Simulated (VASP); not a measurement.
# Pd (Fm-3m) in VASP: single point with r2SCAN

Aim: the single point of Pd with r2SCAN.

Everything below comes from runs of VASP 6.6.1. Logs are shortened: lines on timing, memory, paths and dates and some standing lists are left out, and cuts for length are marked.

## 1. The cell of the first run

The structure is cubic, space group Fm-3m (No. 225). Conventional cell: a = 3.912 Å, b = 3.912 Å, c = 3.912 Å, α = 90.00°, β = 90.00°, γ = 90.00°. Within 3.6 Å of Pd (site symmetry m-3m) lie 12 Pd at 2.77 Å.

## 2. Single point, r2SCAN

Input file POSCAR:

```
Pd
1.0
    0.0000000000      1.9558504364      1.9558504364
    1.9558504364      0.0000000000      1.9558504364
    1.9558504364      1.9558504364      0.0000000000
Pd
1
Direct
    0.0000000000      0.0000000000      0.0000000000
```

Input file INCAR.step1:

```
PREC = Accurate
ENCUT = 520
ISMEAR = -1
SIGMA = 0.1
LREAL = False
LASPH = True
NELM = 60
NBANDS = 11
GGA = PE
ALGO = Normal
EDIFF = 1E-4
LWAVE = True
LCHARG = False
```

Input file INCAR.step2:

```
PREC = Accurate
ENCUT = 520
EDIFF = 1E-6
ISMEAR = -1
SIGMA = 0.1
LREAL = False
LASPH = True
NELM = 60
ALGO = Normal
ISIF = 2
LWAVE = False
LCHARG = True
METAGGA = R2SCAN
LMIXTAU = True
LELF = True
LVHAR = True
NBANDS = 11
ISTART = 1
```

Input file KPOINTS:

```
Automatic mesh
0
Gamma
  23 23 23
```

Potentials or basis: VASP PAW PBE potentials, release 64 (Pd).

The run is started by

```sh
$ cat potpaw_PBE.64/Pd/POTCAR > POTCAR
$ cp INCAR.step1 INCAR
$ mpirun -np 1 vasp_std > vasp.out
$ cp INCAR.step2 INCAR
$ mpirun -np 1 vasp_std > vasp.out
```

OUTCAR:

```text
PREC = Accurate
   ENCUT = 520
   EDIFF = 1E-6
   ISMEAR = -1
   LREAL = False
   LASPH = True
   NELM = 60
   ISIF = 2
   METAGGA = R2SCAN
   ISTART = 1

 ion  position               nearest neighbor table
   1  0.000  0.000  0.000-

  LATTYP: Found a face centered cubic cell.
 ALAT       =     3.9117008728

  Lattice vectors:

 A1 = (   0.0000000000,   1.9558504364,   1.9558504364)
 A2 = (   1.9558504364,   0.0000000000,   1.9558504364)
 A3 = (   1.9558504364,   1.9558504364,   0.0000000000)

Analysis of symmetry for initial positions (statically):
=====================================================================
 Subroutine PRICEL returns:
 Original cell was already a primitive cell.

 Routine SETGRP: Setting up the symmetry group for a
 face centered cubic supercell.

 Subroutine GETGRP returns: Found 48 space group operations
 (whereof 48 operations were pure point group operations)
 out of a pool of 48 trial point group operations.

The static configuration has the point symmetry O_h .

Analysis of symmetry for dynamics (positions and initial velocities):
=====================================================================
 Subroutine PRICEL returns:
 Original cell was already a primitive cell.

 Routine SETGRP: Setting up the symmetry group for a
 face centered cubic supercell.

 Subroutine GETGRP returns: Found 48 space group operations
 (whereof 48 operations were pure point group operations)
 out of a pool of 48 trial point group operations.

The dynamic configuration has the point symmetry O_h .

 Subroutine INISYM returns: Found 48 space group operations
 (whereof 48 operations are pure point group operations),
 and found     1 'primitive' translations

----------------------------------------------------------------------------------------

                                     Primitive cell

  volume of cell :      14.9636

  direct lattice vectors                    reciprocal lattice vectors
     0.000000000  1.955850436  1.955850436    -0.255643269  0.255643269  0.255643269
     1.955850436  0.000000000  1.955850436     0.255643269 -0.255643269  0.255643269
     1.955850436  1.955850436  0.000000000     0.255643269  0.255643269 -0.255643269

  length of vectors
     2.765990213  2.765990213  2.765990213     0.442787131  0.442787131  0.442787131

  position of ions in fractional coordinates (direct lattice)
     0.000000000  0.000000000  0.000000000

  ion indices of the primitive-cell ions
   primitive index   ion index
                 1           1

----------------------------------------------------------------------------------------

 KPOINTS: Automatic mesh

Automatic generation of k-mesh.
 Grid dimensions read from file:
 generate k-points for:   23   23   23

 Generating k-lattice:

  Cartesian coordinates                     Fractional coordinates (reciprocal lattice)
    -0.011114925  0.011114925  0.011114925     0.043478261  0.000000000  0.000000000
     0.011114925 -0.011114925  0.011114925     0.000000000  0.043478261  0.000000000
     0.011114925  0.011114925 -0.011114925     0.000000000  0.000000000  0.043478261

  Length of vectors
     0.019251614  0.019251614  0.019251614

  Shift w.r.t. Gamma in fractional coordinates (k-lattice)
     0.000000000  0.000000000  0.000000000

 Subroutine IBZKPT returns following result:
 ===========================================

 Found    364 irreducible k-points:

 Following reciprocal coordinates:
            Coordinates               Weight
  0.000000  0.000000  0.000000      1.000000
  0.043478  0.000000  0.000000      8.000000
  0.086957  0.000000  0.000000      8.000000
  0.130435  0.000000  0.000000      8.000000
  0.173913  0.000000  0.000000      8.000000
  0.217391  0.000000  0.000000      8.000000
[... 16 lines left out ...]
  0.478261  0.043478  0.000000     24.000000
 -0.478261  0.043478  0.000000     24.000000
 [... further k-points ...]
   k-points           NKPTS =    364   k-points in BZ     NKDIM =    364   number of bands    NBANDS=     11
   number of dos      NEDOS =    301   number of ions     NIONS =      1
   total plane-waves  NPLWV =  13824
   dimension x,y,z NGX =    24 NGY =   24 NGZ =   24
   dimension x,y,z NGXF=    48 NGYF=   48 NGZF=   48
   ions per type =               1
   NGX,Y,Z   is equivalent  to a cutoff of  14.42, 14.42, 14.42 a.u.
   NGXF,Y,Z  is equivalent  to a cutoff of  28.85, 28.85, 28.85 a.u.
 SYSTEM =  unknown system
   PREC   = accura    normal or accurate (medium, high low for compatibility)
   ISTART =      1    job   : 0-new  1-cont  2-samecut
   ICHARG =      0    charge: 1-file 2-atom 10-const
   ISPIN  =      1    spin polarized calculation?
   LNONCOLLINEAR =      F non collinear calculations
   LSORBIT =      F    spin-orbit coupling
   LASPH  =      T    aspherical Exc in radial PAW
   ENCUT  =  520.0 eV  38.22 Ry    6.18 a.u.   5.14  5.14  5.14*2*pi/ulx,y,z
   NELM   =     60;   NELMIN=  2; NELMDL=  0     # of ELM steps
   EDIFF  = 0.1E-05   stopping-criterion for ELM
   LREAL  =      F    real-space projection
   EDIFFG = 0.1E-04   stopping-criterion for IOM
   NSW    =      0    number of steps for IOM
   IBRION =     -1    ionic relax: 0-MD 1-quasi-New 2-CG
   NFREE  =      0    steps in history (QN), initial steepest desc. (CG)
   ISIF   =      2    stress and relaxation
   ISYM   =      2    0-nonsym 1-usesym 2-fastsym
   POTIM  = 0.5000    time-step for ionic-motion
   TEBEG  =    0.0;   TEEND  =   0.0 temperature during run
   PSTRESS=    0.0 pullay stress
   NELECT =      10.0000    total number of electrons
   NUPDOWN=      -1.0000    fix difference up-down
   EMIN   =  10.00;   EMAX   =-10.00  energy-range for DOS
   EFERMI =   0.00;   METHOD = LEGACY
   ISMEAR =    -1;   SIGMA  =   0.10  broadening in eV -4-tet -1-fermi 0-gaus
   EFERMI_NEDOS =   21; number of points for ismear=-14 and -15
   IALGO  =     38    algorithm
   IMIX   =      4    mixing-type and parameters
     AMIX     =   0.40;   BMIX     =  1.00
     AMIX_MAG =   1.60;   BMIX_MAG =  1.00
  volume/ion in A,a.u.               =      14.96       100.98
  Fermi-wavevector in a.u.,A,eV,Ry     =   1.431295  2.704756 27.872973  2.048606
  Thomas-Fermi vector in A             =   2.551047
   LORBIT       =      0    0 simple, 1 ext, 2 COOP (PROOUT), +10 PAW based schemes
   METAGGA = R2SCAN    functional components
   LHFCALC =     F    Hartree Fock is set to
   AEXX    =    0.0000 exact exchange contribution
   IVDW    =     0    specifies the selected vdW correction
   LEPSILON=     F    determine dielectric tensor
   LRPA    =     F    only Hartree local field effects (RPA)
 non-spin polarized calculation
  energy-cutoff  :      520.00
  volume of cell :       14.96
 maximum number of plane-waves:       419
 NGX is ok and might be reduce to    24
   NGX = 11   NGY = 11   NGZ = 11

 number of electron       9.9999998 magnetization

 Free energy of the ion-electron system (eV)
  ---------------------------------------------------
  ext. energy  EPLUGINS =         0.00000000
  ---------------------------------------------------
  free energy    TOTEN  =       -22.98018519 eV

  energy without entropy =      -22.91831512  energy(sigma->0) =      -22.94925015

 E-fermi :   9.3949     XC(G=0): -14.0271

 val. band max:        9.3896796270   @ k =   0.4783   0.1739   0.0000
 cond. band min:       9.3967611453   @ k =  -0.4783   0.2609   0.0000
 fundamental gap:      0.0070815183
 Fermi energy:         9.3948657055

 k-point     1 :       0.0000    0.0000    0.0000
  band No.  band energies     occupation
      1       2.2927      2.00000
      2       6.5179      2.00000
      3       6.5179      2.00000
      4       6.5179      2.00000
      5       8.0913      2.00000
      6       8.0913      2.00000
      7      27.3850      0.00000
      8      31.8659      0.00000
      9      32.2857      0.00000
     10      32.2857      0.00000
     11      32.2857      0.00000

 k-point     2 :       0.0435    0.0000    0.0000
  band No.  band energies     occupation
      1       2.3634      2.00000
      2       6.4929      2.00000
      3       6.5426      2.00000
      4       6.5426      2.00000
      5       8.0794      2.00000
      6       8.0794      2.00000
      7      27.4578      0.00000
      8      31.7199      0.00000
      9      31.9296      0.00000
     10      32.3633      0.00000
     11      32.3633      0.00000

 k-point     3 :       0.0870    0.0000    0.0000
  band No.  band energies     occupation
      1       2.5708      2.00000
      2       6.4258      2.00000
      3       6.6108      2.00000
      4       6.6108      2.00000
      5       8.0505      2.00000
      6       8.0505      2.00000
      7      27.6425      0.00000
      8      30.6228      0.00000
      9      31.8903      0.00000
     10      32.5879      0.00000
     11      32.5879      0.00000

 k-point     4 :       0.1304    0.0000    0.0000
  band No.  band energies     occupation
      1       2.8983      2.00000
      2       6.3416      2.00000
      3       6.7034      2.00000
      4       6.7034      2.00000
      5       8.0253      2.00000
      6       8.0253      2.00000
      7      27.7723      0.00000
      8      29.3612      0.00000
      9      31.8865      0.00000
     10      32.9335      0.00000
     11      32.9335      0.00000
[... 239 lines left out ...]
 k-point    22 :       0.4348    0.0435    0.0000
  band No.  band energies     occupation
      1       4.1517      2.00000
      2       6.4570      2.00000
      3       6.5501      2.00000
      4       8.6622      1.99869
      5       9.2496      1.62082
      6      10.1491      0.00106
      7      18.3063      0.00000
      8      27.0462      0.00000
      9      31.2410      0.00000
     10      31.7061      0.00000
     11      31.9472      0.00000

 k-point    23 :       0.4783    0.0435    0.0000
  band No.  band energies     occupation
      1       4.1137      2.00000
      2       6.4173      2.00000
      3       6.5028      2.00000
      4       8.9222      1.98244
      5       9.3303      1.31226
      6      10.8321      0.00000
      7      17.2765      0.00000
      8      26.8643      0.00000
      9      31.1227      0.00000
     10      31.2334      0.00000
     11      31.8950      0.00000

 k-point    24 :      -0.4783    0.0435    0.0000
  band No.  band energies     occupation
      1       4.1037      2.00000
      2       6.4115      2.00000
      3       6.4859      2.00000
      4       9.0151      1.95616
      5       9.3151      1.37892
      6      11.0580      0.00000
      7      16.9741      0.00000
      8      26.8161      0.00000
      9      30.9603      0.00000
     10      31.2471      0.00000
     11      31.8896      0.00000

 [... further k-points ...]
[... 5 lines left out ...]
  --------------------------------------------------------------------------------------
  -------------------------------------------------------------------------------------
  Total        0.0427117      0.0427117      0.0427117      0.0000000      0.0000000     -0.0000000
  in kB        4.5732032      4.5732032      4.5732032      0.0000000      0.0000000     -0.0000000
  external PRESSURE =       4.5732032 kB  Pullay stress =       0.0000000 kB

 VOLUME and BASIS-vectors are now :
 -----------------------------------------------------------------------------
  energy-cutoff  :      520.00
  volume of cell :       14.96
      direct lattice vectors                 reciprocal lattice vectors
     0.000000000  1.955850436  1.955850436    -0.255643269  0.255643269  0.255643269
     1.955850436  0.000000000  1.955850436     0.255643269 -0.255643269  0.255643269
     1.955850436  1.955850436  0.000000000     0.255643269  0.255643269 -0.255643269

 POSITION                                       TOTAL-FORCE (eV/Angst)
 -----------------------------------------------------------------------------------
      0.00000      0.00000      0.00000        -0.000000      0.000000      0.000000
 -----------------------------------------------------------------------------------
    total drift:                               -0.000000     -0.000000     -0.000000

  FREE ENERGIE OF THE ION-ELECTRON SYSTEM (eV)
  ---------------------------------------------------
  free  energy   TOTEN  =       -22.9801851851 eV

  energy  without entropy=      -22.9183151194  energy(sigma->0) =      -22.94925015
```

Run time: 78 s. Hardware: 1 thread of Intel Xeon 6975P-C (Granite Rapids), shared host; peak memory 0.19 GiB.

Results:

| Quantity | Value |
| --- | --- |
| Free energy | -22.9802 eV |
| Pressure | 0.5 GPa |
| Band gap on the k mesh | zero (band 5 reaches 9.65 eV, above the bottom of band 6 at 8.03 eV) |

Caveat: the PAW data sets were made with another functional, which shifts forces and pressure a little.
